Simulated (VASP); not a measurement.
The system is B.

```
CELL_PARAMETERS angstrom
4.63261 0.00000 0.00000
-2.31631 4.01196 0.00000
0.00000 0.00000 4.19637
ATOMIC_POSITIONS crystal
B 0.36673 0.29689 0.64941
B 0.70311 0.06984 0.31607
B 0.93016 0.63327 0.98274
B 0.63327 0.70311 0.14941
B 0.29689 0.93016 0.81607
B 0.06984 0.36673 0.48274
B 0.06984 0.70311 0.35059
B 0.29689 0.36673 0.01726
B 0.63327 0.93016 0.68393
B 0.93016 0.29689 0.85059
B 0.70311 0.63327 0.51726
B 0.36673 0.06984 0.18393
```

The cell was built from a structure type or drawn by symmetry, and may not be a known phase.

```yaml
Program: VASP 6.6.1
Task: relaxation of cell and atoms
Functional: PBE
Potentials_or_basis: VASP PAW PBE potentials, release 64 (B)
Cutoff: 600 eV
k_mesh: 6 × 6 × 4
Occupations: gaussian, width 0.1 eV
Spin: no spin polarisation
```

At the start: pressure 45.2 GPa; volume 6.50 Å³/atom.

Task: Where does the relaxation end?

Result: Over 30 steps the energy falls by 800.1 meV/atom and the volume is 7.97 Å³/atom (+22.6 %); space group P6_522 (No. 179, to 0.1 Å) before and after.

Step by step:
| step | energy change (eV) | largest force (eV/Å) | pressure (GPa) | volume (Å³) |
| --- | --- | --- | --- | --- |
| 1 | 0.0000 | 3.2819 | 45.25 | 77.99 |
| 2 | -4.5557 | 1.1033 | -13.16 | 100.09 |
| 3 | -4.7848 | 1.2800 | -5.62 | 94.35 |
| 4 | -5.5181 | 0.9085 | -0.59 | 92.54 |
| 5 | -5.5696 | 1.0486 | 1.72 | 91.94 |
| 6 | -6.2557 | 1.0402 | 1.73 | 92.06 |
| 7 | -7.4809 | 1.3065 | 5.53 | 92.42 |
| 8 | -7.9731 | 1.1874 | 4.24 | 93.79 |
| 9 | -8.1797 | 1.1406 | 5.59 | 95.77 |
| 10 | -8.2000 | 1.0799 | 4.88 | 95.28 |
| 11 | -8.4457 | 0.5666 | 1.06 | 96.73 |
| 12 | -8.4982 | 0.4665 | -1.30 | 97.80 |
| 13 | -8.5716 | 0.2271 | -0.73 | 97.65 |
| 14 | -8.6377 | 0.4807 | 0.94 | 97.31 |
| 15 | -8.6671 | 0.5082 | 0.97 | 97.30 |
| 16 | -8.7590 | 0.5962 | 1.01 | 97.25 |
| 17 | -8.9427 | 0.8165 | 0.99 | 97.09 |
| 18 | -9.1102 | 1.4295 | 0.91 | 96.61 |
| 19 | -9.2548 | 1.2279 | -0.57 | 96.63 |
| 20 | -9.4025 | 0.8187 | -3.96 | 96.57 |
| 21 | -9.4676 | 0.6557 | -3.15 | 96.13 |
| 22 | -9.5665 | 0.2297 | -0.32 | 94.82 |
| 23 | -9.5677 | 0.2354 | 0.11 | 94.65 |
| 24 | -9.5756 | 0.1950 | 0.40 | 94.61 |
| 25 | -9.5901 | 0.0911 | 1.30 | 94.49 |
| 26 | -9.5746 | 0.2660 | 3.25 | 94.25 |
| 27 | -9.5919 | 0.0847 | 1.75 | 94.43 |
| 28 | -9.5982 | 0.0630 | 0.77 | 94.98 |
| 29 | -9.6005 | 0.0617 | -0.30 | 95.59 |
| 30 | -9.6015 | 0.0170 | -0.15 | 95.63 |

Final structure:
```
B
1.0
     4.48753    0.00000    0.00000
    -2.24376    3.88631    0.00000
     0.00000    0.00000    5.48360
B
12
Direct
  0.35047 0.35573 0.67837
  0.64427 0.99473 0.34503
  0.00527 0.64953 0.01170
  0.64953 0.64427 0.17837
  0.35573 0.00527 0.84503
  0.99473 0.35047 0.51170
  0.99473 0.64427 0.32163
  0.35573 0.35047 0.98830
  0.64953 0.00527 0.65497
  0.00527 0.35573 0.82163
  0.64427 0.64953 0.48830
  0.35047 0.99473 0.15497
```

Caveat: the k points lie up to 0.29 Å⁻¹ apart in the final cell, too coarse for converged energies and pressures of a metal; the volume moved by over 15 % at a fixed basis, so the end points are rough.
